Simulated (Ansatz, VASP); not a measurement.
**TaAs in VASP and in Ansatz**

File INCAR:

```
PREC = Accurate
ENCUT = 520
EDIFF = 1E-6
ISMEAR = -1
SIGMA = 0.05
LREAL = False
LASPH = True
NELM = 100
ALGO = Normal
ISIF = 2
LWAVE = False
LCHARG = False
NBANDS = 24
```

The input KPOINTS:

```
regular mesh
0
Gamma
  11 11 11
```

Contents of POSCAR:

```
TaAs
1.0
   -1.7218133622      1.7218133622      5.8679415361
    1.7218133622     -1.7218133622      5.8679415361
    1.7218133622      1.7218133622     -5.8679415361
Ta As
2 2
Direct
    0.4999673000      0.4999673000      0.0000000000
    0.2499673000      0.7499673000      0.5000000000
    0.0826321200      0.0826321200      0.0000000000
    0.8326321200      0.3326321200      0.5000000000
```

input.yaml

```yaml
crystal:
  lattice:
    - [-1.7218133622, 1.7218133622, 5.8679415361]
    - [1.7218133622, -1.7218133622, 5.8679415361]
    - [1.7218133622, 1.7218133622, -5.8679415361]
  atoms:
    - { symbol: Ta, position: [0.4999673, 0.4999673, 0.0] }
    - { symbol: Ta, position: [0.2499673, 0.7499673, 0.5] }
    - { symbol: As, position: [0.08263212, 0.08263212, 0.0] }
    - { symbol: As, position: [0.83263212, 0.33263212, 0.5] }
hamiltonian:
  xc: lda
  pseudopotentials: { kind: paw }
kpoints:
  mp_grid: { grid: [11, 11, 11] }
  band_path:
    path:
      - [[0.0, 0.0, 0.0], [-0.5, 0.5, 0.0], [-0.5, 0.5, -0.0430497462], [-0.2715248731, 0.2715248731, -0.2715248731], [0.0, 0.0, 0.0], [0.5, 0.5, -0.5], [0.2715248731, 0.7284751269, -0.7284751269], [0.0, 0.5, -0.5], [-0.25, 0.75, -0.25], [0.0430497462, 0.9569502538, -0.5], [0.5, 0.5, -0.5]]
      - [[-0.5, 0.5, 0.0], [-0.25, 0.75, -0.25]]
    npoints: 14
scf:
  occupations: { method: fermi_dirac, width: 0.05 }
  n_extra_bands: 10
output:
  forces: true
  stress: true
  eigenvalues: true
  fatbands: true
```

Alike in both runs: functional LDA; k mesh 11 × 11 × 11; occupations fermi-dirac, width 0.05 eV; no spin polarisation.

|  | VASP | Ansatz |
| --- | --- | --- |
| version | VASP 6.6.1 | Ansatz 0.2.0 |
| potentials or method | VASP PAW LDA potentials, release 64 (Ta_pv, As) | Ansatz PAW |
| plane-wave cutoff (eV) | 520 | 420 |
| valence electrons in the cell | 32 | 56 |
| task | single point | band structure |

```tsv
	VASP	Ansatz	Ansatz less VASP
gap on the k mesh at the Fermi level (eV)	none	none	-
pressure (GPa)	-6.6	-7.5	-0.98
traceless stress, the component that is largest in VASP (GPa)	-0.11	0.01	+0.119
rms of the force components (eV/Å)	0.013	0.010	-0.0026
```

LDA's correlation is that of Perdew and Zunger in VASP and of Perdew and Wang (1992) in Ansatz. Atom by atom the forces differ by 0.003 eV/Å (rms over components). A gap of «none» marks a metal or a gap that the smearing closes. VASP's potentials hold 32 valence electrons a cell and Ansatz's 56, so a difference there can come from the potentials and not from the codes.

Neither program's run includes spin-orbit coupling.
